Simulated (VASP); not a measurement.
# Re in VASP: single point with PBEsol

Aim: the single point of Re with PBEsol.

Program: VASP 6.6.1. These are calculated values, not measurements. Logs are shortened: lines on timing, memory, paths and dates and some standing lists are left out, and cuts for length are marked.

### 1 The cell of the first run

The cell holds a single atom in a box, 1 atom: a = 14.000 Å, b = 14.400 Å, c = 14.800 Å, α = 90.00°, β = 90.00°, γ = 90.00°.

### 2 Single point, PBEsol, collinear spin

INCAR reads:

```
SYSTEM = Re
PREC = Accurate
ENCUT = 520
EDIFF = 1E-6
ISMEAR = -1
SIGMA = 0.01
LREAL = .False.
LASPH = .True.
NELM = 150
ALGO = Normal
ISIF = 2
LWAVE = .False.
LCHARG = .True.
ISPIN = 2
MAGMOM = 3
LORBIT = 11
LMAXMIX = 4
GGA = PS
LELF = .True.
LVHAR = .True.
ISYM = 0
NBANDS = 14
```

KPOINTS reads:

```
regular mesh
0
Gamma
  1 1 1
  0 0 0
```

POSCAR reads:

```
Re
1.0
   14.0000000000      0.0000000000      0.0000000000
    0.0000000000     14.4000000000      0.0000000000
    0.0000000000      0.0000000000     14.8000000000
Re
1
Direct
    0.5000000000      0.5000000000      0.5000000000
```

Potentials or basis: VASP PAW PBE potentials, release 64 (Re).

The run is started by

```
cat potpaw_PBE.64/Re/POTCAR > POTCAR
mpirun -np 1 vasp_gam > vasp.out
```

OUTCAR:

```text
SYSTEM = Re
   PREC = Accurate
   ENCUT = 520
   EDIFF = 1E-6
   ISMEAR = -1
   LREAL = .False.
   LASPH = .True.
   NELM = 150
   ISIF = 2
   ISPIN = 2
   LORBIT = 11
   GGA = PS
   ISYM = 0

 ion  position               nearest neighbor table
   1  0.500  0.500  0.500-

IMPORTANT INFORMATION: All symmetrisations will be switched off!
NOSYMM: (Re-)initialisation of all symmetry stuff for point group C_1.

----------------------------------------------------------------------------------------

                                     Primitive cell

  volume of cell :    2983.6800

  direct lattice vectors                    reciprocal lattice vectors
    14.000000000  0.000000000  0.000000000     0.071428571  0.000000000  0.000000000
     0.000000000 14.400000000  0.000000000     0.000000000  0.069444444  0.000000000
     0.000000000  0.000000000 14.800000000     0.000000000  0.000000000  0.067567568

  length of vectors
    14.000000000 14.400000000 14.800000000     0.071428571  0.069444444  0.067567568

  position of ions in fractional coordinates (direct lattice)
     0.500000000  0.500000000  0.500000000

  ion indices of the primitive-cell ions
   primitive index   ion index
                 1           1

----------------------------------------------------------------------------------------

 KPOINTS: regular mesh

Automatic generation of k-mesh.
 Grid dimensions read from file:
 generate k-points for:    1    1    1

 Generating k-lattice:

  Cartesian coordinates                     Fractional coordinates (reciprocal lattice)
     0.071428571  0.000000000  0.000000000     1.000000000  0.000000000  0.000000000
     0.000000000  0.069444444  0.000000000     0.000000000  1.000000000  0.000000000
     0.000000000  0.000000000  0.067567568     0.000000000  0.000000000  1.000000000

  Length of vectors
     0.071428571  0.069444444  0.067567568

  Shift w.r.t. Gamma in fractional coordinates (k-lattice)
     0.000000000  0.000000000  0.000000000

 Subroutine IBZKPT returns following result:
 ===========================================

 Found      1 irreducible k-points:

 Following reciprocal coordinates:
            Coordinates               Weight
  0.000000  0.000000  0.000000      1.000000
   k-points           NKPTS =      1   k-points in BZ     NKDIM =      1   number of bands    NBANDS=     14
   number of dos      NEDOS =    301   number of ions     NIONS =      1
   total plane-waves  NPLWV = ******
   dimension x,y,z NGX =   108 NGY =  108 NGZ =  112
   dimension x,y,z NGXF=   216 NGYF=  216 NGZF=  224
   ions per type =               1
   NGX,Y,Z   is equivalent  to a cutoff of  12.82, 12.47, 12.58 a.u.
   NGXF,Y,Z  is equivalent  to a cutoff of  25.65, 24.94, 25.16 a.u.
 SYSTEM =  Re
   PREC   = accura    normal or accurate (medium, high low for compatibility)
   ISTART =      0    job   : 0-new  1-cont  2-samecut
   ICHARG =      2    charge: 1-file 2-atom 10-const
   ISPIN  =      2    spin polarized calculation?
   LNONCOLLINEAR =      F non collinear calculations
   LSORBIT =      F    spin-orbit coupling
   LASPH  =      T    aspherical Exc in radial PAW
   ENCUT  =  520.0 eV  38.22 Ry    6.18 a.u.  26.03 26.77 27.52*2*pi/ulx,y,z
   NELM   =    150;   NELMIN=  2; NELMDL= -5     # of ELM steps
   EDIFF  = 0.1E-05   stopping-criterion for ELM
   LREAL  =      F    real-space projection
   EDIFFG = 0.1E-04   stopping-criterion for IOM
   NSW    =      0    number of steps for IOM
   IBRION =     -1    ionic relax: 0-MD 1-quasi-New 2-CG
   NFREE  =      0    steps in history (QN), initial steepest desc. (CG)
   ISIF   =      2    stress and relaxation
   ISYM   =      0    0-nonsym 1-usesym 2-fastsym
   POTIM  = 0.5000    time-step for ionic-motion
   TEBEG  =    0.0;   TEEND  =   0.0 temperature during run
   PSTRESS=    0.0 pullay stress
   NELECT =       7.0000    total number of electrons
   NUPDOWN=      -1.0000    fix difference up-down
   EMIN   =  10.00;   EMAX   =-10.00  energy-range for DOS
   EFERMI =   0.00;   METHOD = LEGACY
   ISMEAR =    -1;   SIGMA  =   0.01  broadening in eV -4-tet -1-fermi 0-gaus
   EFERMI_NEDOS =   21; number of points for ismear=-14 and -15
   IALGO  =     38    algorithm
   IMIX   =      4    mixing-type and parameters
     AMIX     =   0.40;   BMIX     =  1.00
     AMIX_MAG =   1.60;   BMIX_MAG =  1.00
  volume/ion in A,a.u.               =    2983.68     20134.87
  Fermi-wavevector in a.u.,A,eV,Ry     =   0.217532  0.411076  0.643831  0.047320
  Thomas-Fermi vector in A             =   0.994525
   LORBIT       =     11    0 simple, 1 ext, 2 COOP (PROOUT), +10 PAW based schemes
   GGA     = PS    functional components
   LHFCALC =     F    Hartree Fock is set to
   AEXX    =    0.0000 exact exchange contribution
   IVDW    =     0    specifies the selected vdW correction
   LEPSILON=     F    determine dielectric tensor
   LRPA    =     F    only Hartree local field effects (RPA)
 spin polarized calculation
  energy-cutoff  :      520.00
  volume of cell :     2983.68
 maximum number of plane-waves:     40220
 NGX is ok and might be reduce to   108
   NGX = 53   NGY = 53   NGZ = 55

 number of electron       7.0000000 magnetization       5.0000069

 Free energy of the ion-electron system (eV)
  ---------------------------------------------------
  ext. energy  EPLUGINS =         0.00000000
  ---------------------------------------------------
  free energy    TOTEN  =        -4.57720917 eV

  energy without entropy =       -4.57720917  energy(sigma->0) =       -4.57720917

 E-fermi :  -4.5144     XC(G=0):  -0.3827

 val. band max:       -4.7708609315   @ k =   0.0000   0.0000   0.0000
 cond. band min:      -3.4492088342   @ k =   0.0000   0.0000   0.0000
 fundamental gap:      1.3216520973
 Fermi energy:        -4.5144364045

 spin component 1

 k-point     1 :       0.0000    0.0000    0.0000
  band No.  band energies     occupation
      1      -6.5311      1.00000
      2      -6.3884      1.00000
      3      -6.3884      1.00000
      4      -6.3884      1.00000
      5      -6.3884      1.00000
      6      -6.3884      1.00000
      7      -1.4593      0.00000
      8      -1.4588      0.00000
      9      -1.4582      0.00000
     10      -0.0948      0.00000
     11       0.6073      0.00000
     12       0.6369      0.00000
     13       0.7215      0.00000
     14       0.7442      0.00000
 Fermi energy:        -4.5144364045

 spin component 2

 k-point     1 :       0.0000    0.0000    0.0000
  band No.  band energies     occupation
      1      -4.7709      1.00000
      2      -3.4492      0.00000
      3      -3.4492      0.00000
      4      -3.4492      0.00000
      5      -3.4492      0.00000
      6      -3.4492      0.00000
      7      -0.8036      0.00000
      8      -0.8016      0.00000
      9      -0.7992      0.00000
     10      -0.0988      0.00000
     11       0.5781      0.00000
     12       0.6005      0.00000
     13       0.7449      0.00000
     14       0.7667      0.00000

------------------------ aborting loop because EDIFF is reached ----------------------------------------

  FORCE on cell =-STRESS in cart. coord.  units (eV):
  Direction    XX          YY          ZZ          XY          YZ          ZX
  --------------------------------------------------------------------------------------
  -------------------------------------------------------------------------------------
  Total       -0.0085708     -0.0086476     -0.0085125      0.0000130     -0.0000016     -0.0000207
  in kB       -0.0046024     -0.0046436     -0.0045711      0.0000070     -0.0000009     -0.0000111
  external PRESSURE =      -0.0046057 kB  Pullay stress =       0.0000000 kB

 VOLUME and BASIS-vectors are now :
 -----------------------------------------------------------------------------
  energy-cutoff  :      520.00
  volume of cell :     2983.68
      direct lattice vectors                 reciprocal lattice vectors
    14.000000000  0.000000000  0.000000000     0.071428571  0.000000000  0.000000000
     0.000000000 14.400000000  0.000000000     0.000000000  0.069444444  0.000000000
     0.000000000  0.000000000 14.800000000     0.000000000  0.000000000  0.067567568

 POSITION                                       TOTAL-FORCE (eV/Angst)
 -----------------------------------------------------------------------------------
      7.00000      7.20000      7.40000         0.000000      0.000002      0.000001
 -----------------------------------------------------------------------------------
    total drift:                                0.000000      0.000002      0.000001

  FREE ENERGIE OF THE ION-ELECTRON SYSTEM (eV)
  ---------------------------------------------------
  free  energy   TOTEN  =        -4.5772091707 eV

  energy  without entropy=       -4.5772091707  energy(sigma->0) =       -4.57720917

 total charge

# of ion       s       p       d       tot
------------------------------------------
    1        0.805   0.000   4.350   5.155

 magnetization (x)

# of ion       s       p       d       tot
------------------------------------------
    1        0.083   0.000   4.350   4.433
```

Run time: 7.7 min. Hardware: 1 thread of Intel Xeon Platinum 8375C at 2.90GHz (Ice Lake), shared host; peak memory 2.8 GiB.

Results:

* Free energy: -4.5772 eV
* Pressure: 0.0 GPa
* Band gap on the k mesh: 1.32 eV
* Net moment: 5.00 μB per cell
* Site moments: Re +4.43 μB
* Valence electrons inside the program's atomic spheres: Re 5.16

Caveat: the PAW data sets were made with another functional, which shifts forces and pressure a little; spin-orbit coupling is left out, which moves the levels of the heavy elements.
